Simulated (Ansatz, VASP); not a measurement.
## SnH in VASP and in Ansatz

```xyz
2
Lattice="3.1306 0.0000 0.0000 0.0000 3.1306 0.0000 0.0000 0.0000 3.1367" Properties=species:S:1:pos:R:3 pbc="T T T"
Sn    1.5653    1.5653    1.5684
H     0.0000    0.0000    0.0000
```

Change from the starting cell: species swapped into the VIr type (P4/mmm, No. 123).

Alike in both runs: functional PBE; k mesh 18 × 18 × 14; occupations gaussian, width 0.1 eV; no spin polarisation.

Ansatz relaxed the structure, and its values are those at the end. VASP's run is a single point on that final structure, the one shown.

```csv
,VASP,Ansatz
version,VASP 6.6.1,Ansatz 0.2.0
potentials or method,"VASP PAW PBE potentials, release 64 (Sn_d, H), cutoff 520 eV","scalar-relativistic, plane waves, PAW"
valence electrons in the cell,15,15
```

Ansatz gave:

- gap on the k mesh at the Fermi level (eV): none
- pressure (GPa): 0.0

Question: What did VASP give for the same quantities?

Answer: gap on the k mesh at the Fermi level (eV): none; pressure (GPa): -0.1.

A gap of «none» marks a metal or a gap that the smearing closes.
